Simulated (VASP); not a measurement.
# ErSc2Sb3 (R-3m) in VASP: notebook

ErSc2Sb3 is run at these levels: PBE; tasks: single point, relaxation of cell and atoms.

Program: VASP 6.6.1. These are calculated values, not measurements. Logs are shortened: lines on timing, memory, paths and dates and some standing lists are left out, and cuts for length are marked.

## 1. The cell of the first run

The structure is trigonal, space group R-3m (No. 166). Conventional cell: a = 6.741 Å, b = 6.741 Å, c = 12.805 Å, α = 90.00°, β = 90.00°, γ = 120.00°. Er (site symmetry -3m) has 6 Sb at 2.89 Å and 6 Sc at 3.90 Å within 3.9 Å. Sc (site symmetry 3m) has 9 Sb at 3.03 to 3.89 Å and 4 Sc at 3.88 to 3.91 Å and 3 Er at 3.90 Å within 4.0 Å. Sb (site symmetry 2/m) has 2 Er at 2.89 Å and 6 Sc at 3.03 to 3.89 Å and 4 Sb at 3.37 Å within 3.9 Å.

The cell was built from a structure type or drawn by symmetry, and may not be a known phase.

## 2. Single point, PBE

Input file INCAR:

```
PREC = Accurate
ENCUT = 500
EDIFF = 1E-6
ISMEAR = 0
SIGMA = 0.2
LREAL = False
LASPH = True
NELM = 200
ALGO = Normal
ISIF = 2
LWAVE = False
LCHARG = False
GGA = PE
NBANDS = 32
GGA_COMPAT = False
LMAXMIX = 6
```

Input file KPOINTS:

```
regular mesh
0
Gamma
  3 3 3
```

Input file POSCAR:

```
ErSc2Sb3
1.0
    3.3704381613      1.9459233797      4.2682633253
   -3.3704381613      1.9459233797      4.2682633253
    0.0000000000     -3.8918467594      4.2682633253
Er Sc Sb
1 2 3
Direct
    0.5000000000      0.5000000000      0.5000000000
    0.8485262500      0.8485262500      0.8485262500
    0.1514737500      0.1514737500      0.1514737500
    0.0000000000      0.5000000000      0.5000000000
    0.5000000000      0.0000000000      0.5000000000
    0.5000000000      0.5000000000      0.0000000000
```

Potentials or basis: VASP PAW PBE potentials, release 64 (Er_3, Sc_sv, Sb), 4f in core.

Started as:

```console
$ cat potpaw_PBE.64/Er_3/POTCAR potpaw_PBE.64/Sc_sv/POTCAR potpaw_PBE.64/Sb/POTCAR > POTCAR
$ mpirun -np 1 vasp_std > vasp.out
```

OUTCAR:

```text
PREC = Accurate
   ENCUT = 500
   EDIFF = 1E-6
   ISMEAR = 0
   LREAL = False
   LASPH = True
   NELM = 200
   ISIF = 2
   GGA = PE

 ion  position               nearest neighbor table
   1  0.500  0.500  0.500-   6 2.89   6 2.89   4 2.89   5 2.89   5 2.89   4 2.89
   2  0.849  0.849  0.849-   6 3.03   5 3.03   4 3.03
   3  0.151  0.151  0.151-   6 3.03   5 3.03   4 3.03
   4  0.000  0.500  0.500-   1 2.89   1 2.89   3 3.03   2 3.03   6 3.37   6 3.37   5 3.37   5 3.37

   5  0.500  0.000  0.500-   1 2.89   1 2.89   3 3.03   2 3.03   6 3.37   6 3.37   4 3.37   4 3.37

   6  0.500  0.500  0.000-   1 2.89   1 2.89   3 3.03   2 3.03   4 3.37   5 3.37   5 3.37   4 3.37

  LATTYP: Found a trigonal (rhomboedric) cell.
 ALAT       =     5.7762048971
 COS(alpha) =     0.3190463664

  Lattice vectors:

 A1 = (   3.3704381613,   1.9459233797,   4.2682633253)
 A2 = (  -3.3704381613,   1.9459233797,   4.2682633253)
 A3 = (   0.0000000000,  -3.8918467594,   4.2682633253)

Analysis of symmetry for initial positions (statically):
=====================================================================
 Subroutine PRICEL returns:
 Original cell was already a primitive cell.

 Routine SETGRP: Setting up the symmetry group for a
 trigonal (rhombohedral) supercell.

 Subroutine GETGRP returns: Found 12 space group operations
 (whereof 12 operations were pure point group operations)
 out of a pool of 12 trial point group operations.

The static configuration has the point symmetry D_3d.

Analysis of symmetry for dynamics (positions and initial velocities):
=====================================================================
 Subroutine PRICEL returns:
 Original cell was already a primitive cell.

 Routine SETGRP: Setting up the symmetry group for a
 trigonal (rhombohedral) supercell.

 Subroutine GETGRP returns: Found 12 space group operations
 (whereof 12 operations were pure point group operations)
 out of a pool of 12 trial point group operations.

The dynamic configuration has the point symmetry D_3d.

 Subroutine INISYM returns: Found 12 space group operations
 (whereof 12 operations are pure point group operations),
 and found     1 'primitive' translations

----------------------------------------------------------------------------------------

                                     Primitive cell

  volume of cell :     167.9634

  direct lattice vectors                    reciprocal lattice vectors
     3.370438161  1.945923380  4.268263325     0.148348664  0.085649141  0.078095775
    -3.370438161  1.945923380  4.268263325    -0.148348664  0.085649141  0.078095775
     0.000000000 -3.891846759  4.268263325     0.000000000 -0.171298283  0.078095775

  length of vectors
     5.776204897  5.776204897  5.776204897     0.188260595  0.188260595  0.188260595

  position of ions in fractional coordinates (direct lattice)
     0.500000000  0.500000000  0.500000000
     0.848526250  0.848526250  0.848526250
     0.151473750  0.151473750  0.151473750
     1.000000000  0.500000000  0.500000000
     0.500000000  1.000000000  0.500000000
     0.500000000  0.500000000  0.000000000

  ion indices of the primitive-cell ions
   primitive index   ion index
                 1           1
                 2           2
                 3           3
                 4           4
                 5           5
                 6           6

----------------------------------------------------------------------------------------

 KPOINTS: regular mesh

Automatic generation of k-mesh.
 Grid dimensions read from file:
 generate k-points for:    3    3    3

 Generating k-lattice:

  Cartesian coordinates                     Fractional coordinates (reciprocal lattice)
     0.049449555  0.028549714  0.026031925     0.333333333  0.000000000  0.000000000
    -0.049449555  0.028549714  0.026031925     0.000000000  0.333333333  0.000000000
     0.000000000 -0.057099428  0.026031925     0.000000000  0.000000000  0.333333333

  Length of vectors
     0.062753532  0.062753532  0.062753532

  Shift w.r.t. Gamma in fractional coordinates (k-lattice)
     0.000000000  0.000000000  0.000000000

 Subroutine IBZKPT returns following result:
 ===========================================

 Found      6 irreducible k-points:

 Following reciprocal coordinates:
            Coordinates               Weight
  0.000000  0.000000  0.000000      1.000000
  0.333333 -0.000000  0.000000      6.000000
  0.333333  0.333333  0.000000      6.000000
 -0.333333  0.333333  0.000000      6.000000
  0.333333  0.333333  0.333333      2.000000
 -0.333333  0.333333  0.333333      6.000000
   k-points           NKPTS =      6   k-points in BZ     NKDIM =      6   number of bands    NBANDS=     32
   number of dos      NEDOS =    301   number of ions     NIONS =      6
   total plane-waves  NPLWV =  74088
   dimension x,y,z NGX =    42 NGY =   42 NGZ =   42
   dimension x,y,z NGXF=    84 NGYF=   84 NGZF=   84
   ions per type =               1   2   3
   NGX,Y,Z   is equivalent  to a cutoff of  12.09, 12.09, 12.09 a.u.
   NGXF,Y,Z  is equivalent  to a cutoff of  24.18, 24.18, 24.18 a.u.
 SYSTEM =  unknown system
   PREC   = accura    normal or accurate (medium, high low for compatibility)
   ISTART =      0    job   : 0-new  1-cont  2-samecut
   ICHARG =      2    charge: 1-file 2-atom 10-const
   ISPIN  =      1    spin polarized calculation?
   LNONCOLLINEAR =      F non collinear calculations
   LSORBIT =      F    spin-orbit coupling
   LASPH  =      T    aspherical Exc in radial PAW
   ENCUT  =  500.0 eV  36.75 Ry    6.06 a.u.  10.53 10.53 10.53*2*pi/ulx,y,z
   NELM   =    200;   NELMIN=  2; NELMDL= -5     # of ELM steps
   EDIFF  = 0.1E-05   stopping-criterion for ELM
   LREAL  =      F    real-space projection
   EDIFFG = 0.1E-04   stopping-criterion for IOM
   NSW    =      0    number of steps for IOM
   IBRION =     -1    ionic relax: 0-MD 1-quasi-New 2-CG
   NFREE  =      0    steps in history (QN), initial steepest desc. (CG)
   ISIF   =      2    stress and relaxation
   ISYM   =      2    0-nonsym 1-usesym 2-fastsym
   POTIM  = 0.5000    time-step for ionic-motion
   TEBEG  =    0.0;   TEEND  =   0.0 temperature during run
   PSTRESS=    0.0 pullay stress
   NELECT =      46.0000    total number of electrons
   NUPDOWN=      -1.0000    fix difference up-down
   EMIN   =  10.00;   EMAX   =-10.00  energy-range for DOS
   EFERMI =   0.00;   METHOD = LEGACY
   ISMEAR =     0;   SIGMA  =   0.20  broadening in eV -4-tet -1-fermi 0-gaus
   EFERMI_NEDOS =   21; number of points for ismear=-14 and -15
   IALGO  =     38    algorithm
   IMIX   =      4    mixing-type and parameters
     AMIX     =   0.40;   BMIX     =  1.00
     AMIX_MAG =   1.60;   BMIX_MAG =  1.00
  volume/ion in A,a.u.               =      27.99       188.91
  Fermi-wavevector in a.u.,A,eV,Ry     =   1.063137  2.009038 15.378126  1.130260
  Thomas-Fermi vector in A             =   2.198612
   LORBIT       =      0    0 simple, 1 ext, 2 COOP (PROOUT), +10 PAW based schemes
   GGA     = PE    functional components
   LHFCALC =     F    Hartree Fock is set to
   AEXX    =    0.0000 exact exchange contribution
   IVDW    =     0    specifies the selected vdW correction
   LEPSILON=     F    determine dielectric tensor
   LRPA    =     F    only Hartree local field effects (RPA)
 non-spin polarized calculation
 Gauss-broadening in eV      SIGMA  =   0.20
  energy-cutoff  :      500.00
  volume of cell :      167.96
 maximum number of plane-waves:      4293
 NGX is ok and might be reduce to    42
   NGX = 21   NGY = 21   NGZ = 21

 number of electron      45.9999998 magnetization

 Free energy of the ion-electron system (eV)
  ---------------------------------------------------
  ext. energy  EPLUGINS =         0.00000000
  ---------------------------------------------------
  free energy    TOTEN  =       -31.31781258 eV

  energy without entropy =      -31.18214337  energy(sigma->0) =      -31.24997797

 E-fermi :   5.8750     XC(G=0):  -9.7168

 val. band max:        5.8327036322   @ k =   0.0000   0.0000   0.0000
 cond. band min:       5.8917450687   @ k =  -0.3333   0.3333   0.3333
 fundamental gap:      0.0590414364
 Fermi energy:         5.8749755420

 k-point     1 :       0.0000    0.0000    0.0000
  band No.  band energies     occupation
      1     -44.7848      2.00000
      2     -44.7815      2.00000
      3     -23.4235      2.00000
      4     -23.4235      2.00000
      5     -23.4054      2.00000
      6     -23.4054      2.00000
[... 24 lines left out ...]
     31       7.6207      0.00000
     32       7.6208      0.00000

 k-point     2 :       0.3333   -0.0000    0.0000
  band No.  band energies     occupation
      1     -44.7843      2.00000
      2     -44.7821      2.00000
      3     -23.4249      2.00000
      4     -23.4213      2.00000
      5     -23.4079      2.00000
      6     -23.4039      2.00000
[... 24 lines left out ...]
     31       7.6593      0.00000
     32       7.7044      0.00000

 k-point     3 :       0.3333    0.3333    0.0000
  band No.  band energies     occupation
      1     -44.7840      2.00000
      2     -44.7823      2.00000
      3     -23.4261      2.00000
      4     -23.4204      2.00000
      5     -23.4086      2.00000
      6     -23.4031      2.00000
[... 24 lines left out ...]
     31       7.3222      0.00000
     32       7.7033      0.00000

 k-point     4 :      -0.3333    0.3333    0.0000
  band No.  band energies     occupation
      1     -44.7836      2.00000
      2     -44.7827      2.00000
      3     -23.4268      2.00000
      4     -23.4147      2.00000
      5     -23.4146      2.00000
      6     -23.4022      2.00000
[... 24 lines left out ...]
     31       7.3571      0.00000
     32       7.5717      0.00000

 k-point     5 :       0.3333    0.3333    0.3333
  band No.  band energies     occupation
      1     -44.7842      2.00000
      2     -44.7821      2.00000
      3     -23.4249      2.00000
      4     -23.4249      2.00000
      5     -23.4043      2.00000
      6     -23.4043      2.00000
[... 24 lines left out ...]
     31       7.5542      0.00000
     32       8.0279      0.00000

 k-point     6 :      -0.3333    0.3333    0.3333
  band No.  band energies     occupation
      1     -44.7836      2.00000
      2     -44.7828      2.00000
      3     -23.4261      2.00000
      4     -23.4217      2.00000
      5     -23.4075      2.00000
      6     -23.4030      2.00000
[... 24 lines left out ...]
     31       7.5493      0.00000
     32       7.6937      0.00000

------------------------ aborting loop because EDIFF is reached ----------------------------------------

  FORCE on cell =-STRESS in cart. coord.  units (eV):
  Direction    XX          YY          ZZ          XY          YZ          ZX
  --------------------------------------------------------------------------------------
  -------------------------------------------------------------------------------------
  Total        0.0925483      0.0925483      0.2808253      0.0000000      0.0000000     -0.0000000
  in kB        0.8828045      0.8828045      2.6787506      0.0000000      0.0000000     -0.0000000
  external PRESSURE =       1.4814532 kB  Pullay stress =       0.0000000 kB

 VOLUME and BASIS-vectors are now :
 -----------------------------------------------------------------------------
  energy-cutoff  :      500.00
  volume of cell :      167.96
      direct lattice vectors                 reciprocal lattice vectors
     3.370438161  1.945923380  4.268263325     0.148348664  0.085649141  0.078095775
    -3.370438161  1.945923380  4.268263325    -0.148348664  0.085649141  0.078095775
     0.000000000 -3.891846759  4.268263325     0.000000000 -0.171298283  0.078095775

 POSITION                                       TOTAL-FORCE (eV/Angst)
 -----------------------------------------------------------------------------------
      0.00000      0.00000      6.40239         0.000000     -0.000000      0.000000
      0.00000      0.00000     10.86520         0.000000     -0.000000      0.000136
      0.00000      0.00000      1.93959         0.000000     -0.000000     -0.000136
     -1.68522     -0.97296      4.26826        -0.000000     -0.000000      0.000000
      1.68522     -0.97296      4.26826        -0.000000      0.000000      0.000000
      0.00000      1.94592      4.26826         0.000000     -0.000000      0.000000
 -----------------------------------------------------------------------------------
    total drift:                                0.000000     -0.000000      0.000000

  FREE ENERGIE OF THE ION-ELECTRON SYSTEM (eV)
  ---------------------------------------------------
  free  energy   TOTEN  =       -31.3178125809 eV

  energy  without entropy=      -31.1821433689  energy(sigma->0) =      -31.24997797
```

It took 36 s on 1 thread of AMD EPYC 7R13 (Zen 3), shared host; peak memory 0.23 GiB.

Results:

```
Free energy            : -31.3178 eV
Pressure               : 0.1 GPa
Band gap on the k mesh : zero (bands 23 and 24 overlap by 0.32 eV)
```

Levels at points of the mesh, in eV from the Fermi level:
```tsv
k point	band 19	band 20	band 21	band 22	band 23	band 24	band 25	band 26	band 27	band 28
(0.00, 0.00, 0.00)	-2.45	-1.93	-1.71	-0.17	-0.04	-0.04	0.59	0.59	1.41	1.41
```

Caveat: the k points lie up to 0.39 Å⁻¹ apart; spin-orbit coupling is left out, which moves the levels of the heavy elements; the 4f electrons are frozen in the core, so they carry no moment and show no levels. Spin polarisation is off, so any magnetic state and its effect on volume and gap are missing.

## 3. Relaxation of cell and atoms, PBE

This run uses another cell than the first one, of 27.66 Å³/atom.

Input file INCAR:

```
ALGO = Normal ; EDIFF = 1E-7
EDIFFG = -0.08 ; ENCUT = 500
GGA = PE ; GGA_COMPAT = False
IBRION = 2 ; ISIF = 3
ISMEAR = 0 ; LASPH = True
LCHARG = False ; LMAXMIX = 6
LREAL = False ; LWAVE = False
NELM = 200 ; NELMIN = 4
NSW = 36 ; PREC = Accurate
SIGMA = 0.2
```

Input file KPOINTS:

```
k-points
0
Gamma
  3 3 3
```

Input file POSCAR:

```
ErSc2Sb3
1.0
    3.0685640000      1.7716362500      5.0877088500
   -3.0685640000      1.7716362500      5.0877088500
    0.0000000000     -3.5432725000      5.0877088500
Er Sc Sb
1 2 3
Direct
    0.5000000000      0.5000000000      0.5000000000
    0.8774220300      0.8774220300      0.8774220300
    0.1225779700      0.1225779700      0.1225779700
    0.0000000000      0.5000000000      0.5000000000
    0.5000000000      0.0000000000      0.5000000000
    0.5000000000      0.5000000000      0.0000000000
```

Potentials or basis: VASP PAW PBE potentials, release 64 (Er_3, Sc_sv, Sb), 4f in core.

Started as:

```console
$ cat potpaw_PBE.64/Er_3/POTCAR potpaw_PBE.64/Sc_sv/POTCAR potpaw_PBE.64/Sb/POTCAR > POTCAR
$ mpirun -np 1 vasp_std > vasp.out
```

It took 7.8 min on 1 thread of Intel Xeon 6975P-C (Granite Rapids), shared host; peak memory 0.37 GiB.

The run converged. Its results:

| Item | Value |
| --- | --- |
| Free energy | -31.3146 eV |
| Relaxed volume | 27.95 Å³/atom |
| Relaxed cell | a = 5.789 Å, b = 5.789 Å, c = 5.789 Å, α = 70.82°, β = 70.82°, γ = 70.82° |
| Space group after relaxing (to 0.1 Å) | R-3m (No. 166) |
| Energy gained by relaxing | 148.9 meV/atom |
| Ionic steps | 19 |
| Pressure after relaxing | 0.2 GPa |
| Largest force after relaxing | 0.027 eV/Å |
| Band gap on the k mesh | zero (bands 23 and 24 overlap by 0.36 eV) |

Forces on the atoms (eV/Å):
```
Er   0.000  0.000  0.000
Sc   0.000  0.000  0.027
Sc   0.000  0.000 -0.027
Sb   0.000  0.000  0.000
Sb   0.000  0.000  0.000
Sb   0.000  0.000  0.000
```

Stress tensor (GPa, compression positive):
```
0.31 0.00 0.00
0.00 0.31 0.00
0.00 0.00 0.13
```

Step by step:
```
step  energy change (eV)  largest force (eV/Å)  pressure (GPa)  volume (Å³)
   1              0.0000                0.2213           -2.88       165.95
   2             -0.2460                0.2882            0.89       154.18
   3             -0.2575                0.3101            1.99       151.67
   4             -0.4613                0.3064            2.22       152.33
   5             -0.3863                0.5777            7.05       151.61
   6             -0.6262                0.3853            3.55       152.53
   7             -0.6214                0.4486            4.47       152.38
   8             -0.7480                0.4677            1.89       159.92
   9             -0.7673                0.4898            0.28       165.84
  10             -0.7682                0.4859            0.53       164.84
  11             -0.7924                0.4309            0.16       165.14
  12             -0.8159                0.3427           -0.57       165.77
  13             -0.8287                0.2996           -0.06       164.21
  14             -0.8357                0.2335            0.71       162.05
  15             -0.8461                0.2036            0.60       162.53
  16             -0.8687                0.1329            0.32       163.99
  17             -0.8875                0.0323            0.03       166.92
  18             -0.8880                0.0162            0.01       167.41
  19             -0.8932                0.0267            0.25       167.70
```

Final structure:
```cif
data_structure
_symmetry_space_group_name_H-M 'P 1'
_symmetry_Int_Tables_number 1
_cell_length_a 5.7891
_cell_length_b 5.7891
_cell_length_c 5.7891
_cell_angle_alpha 70.821
_cell_angle_beta 70.821
_cell_angle_gamma 70.821
_cell_volume 167.70
loop_
_atom_site_label
_atom_site_type_symbol
_atom_site_fract_x
_atom_site_fract_y
_atom_site_fract_z
_atom_site_occupancy
Er1 Er 0.50000 0.50000 0.50000 1
Sc1 Sc 0.84630 0.84630 0.84630 1
Sc2 Sc 0.15370 0.15370 0.15370 1
Sb1 Sb 0.00000 0.50000 0.50000 1
Sb2 Sb 0.50000 0.00000 0.50000 1
Sb3 Sb 0.50000 0.50000 0.00000 1
```

Levels at points of the mesh, in eV from the Fermi level:
| k point | band 20 | band 21 | band 22 | band 23 | band 24 | band 25 | band 26 | band 27 |
| --- | --- | --- | --- | --- | --- | --- | --- | --- |
| (0.00, 0.00, 0.00) | -2.01 | -1.76 | -0.14 | -0.06 | -0.06 | 0.62 | 0.62 | 1.41 |

Caveat: the k points lie up to 0.40 Å⁻¹ apart in the final cell; spin-orbit coupling is left out, which moves the levels of the heavy elements; the 4f electrons are frozen in the core, so they carry no moment and show no levels. Spin polarisation is off, so any magnetic state and its effect on volume and gap are missing.
